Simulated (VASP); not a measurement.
CuI, 2 atoms in the cell. Symmetry: F-43m, No. 216, cubic system. The conventional cell has a = 6.063 Å, b = 6.063 Å, c = 6.063 Å, α = 90.00°, β = 90.00°, γ = 90.00°. Within 3.5 Å of I (site symmetry -43m) lie 4 Cu at 2.63 Å. Within 3.5 Å of Cu (site symmetry -43m) lie 4 I at 2.63 Å. 

| Item | Value |
| --- | --- |
| Program | VASP 6.6.1 |
| Task | elastic constants |
| Functional | PBE |
| Potentials or basis | VASP PAW PBE potentials, release 64 (I, Cu) |
| Cutoff | 600 eV |
| k mesh | 6 × 6 × 6 |
| Occupations | fermi-dirac, width 0.05 eV |
| Spin | no spin polarisation |
| Dipole correction | no |
| Ions in elastic constants | relaxed |
| Further INCAR settings | ALGO = Normal; EDIFF = 1e-08; IBRION = 6; POTIM = 0.015; NSW = 1; ISIF = 3 |

Potentials or basis: VASP PAW PBE potentials, release 64 (I, Cu).

Run with:

```sh
$ cat potpaw_PBE.64/I/POTCAR potpaw_PBE.64/Cu/POTCAR > POTCAR
$ mpirun -np 1 vasp_std > vasp.out
```

Hardware: 1 thread of Intel(R) Xeon(R) 6975P-C (Granite Rapids) (shared host).

Q: How long does it take, and how much memory?

A: Run time: 4.5 min on 1 thread of Intel(R) Xeon(R) 6975P-C (Granite Rapids) (shared host), peak memory 0.28 GiB. Counts: scf iterations 212, k points 16.
